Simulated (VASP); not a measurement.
Ga3SbAs2:

```xyz
6
Lattice="4.1776 0.0000 0.0000 -2.0888 3.6180 0.0000 0.0000 0.0000 10.2390" Properties=species:S:1:pos:R:3 pbc="T T T"
Ga    0.0000    0.0000    0.1403
Ga    2.0888    1.2060    3.4100
Ga    0.0000    2.4120    6.6976
Sb    0.0000    2.4120    9.3811
As    0.0000    0.0000    2.6221
As    2.0888    1.2060    5.9059
```

Base run:

```yaml
Program: VASP 6.6.1
Functional: PBE
Potentials_or_basis: VASP PAW PBE potentials, release 64 (Ga_d, Sb, As)
Cutoff: 520 eV
k_mesh: 12 × 12 × 4
Occupations: gaussian, width 0.1 eV
Spin: no spin polarisation
```

Its results: band gap on the k mesh zero (filled and empty bands touch); pressure 0.1 GPa; largest force 0.008 eV/Å.

Q: The run is repeated on the same cell with these changes: functional from PBE to PBEsol; further incar settings from ALGO = Normal; EDIFF = 1e-06; NBANDS = 36 to ALGO = Normal; EDIFF = 1e-07; NBANDS = 36. What comes out?

A: Band gap on the k mesh zero (filled and empty bands touch); pressure -2.5 GPa; largest force 0.035 eV/Å.

Caveats: spin-orbit coupling is left out, which moves the levels of the heavy elements; the PAW data sets were made with another functional, which shifts forces and pressure a little (some runs).
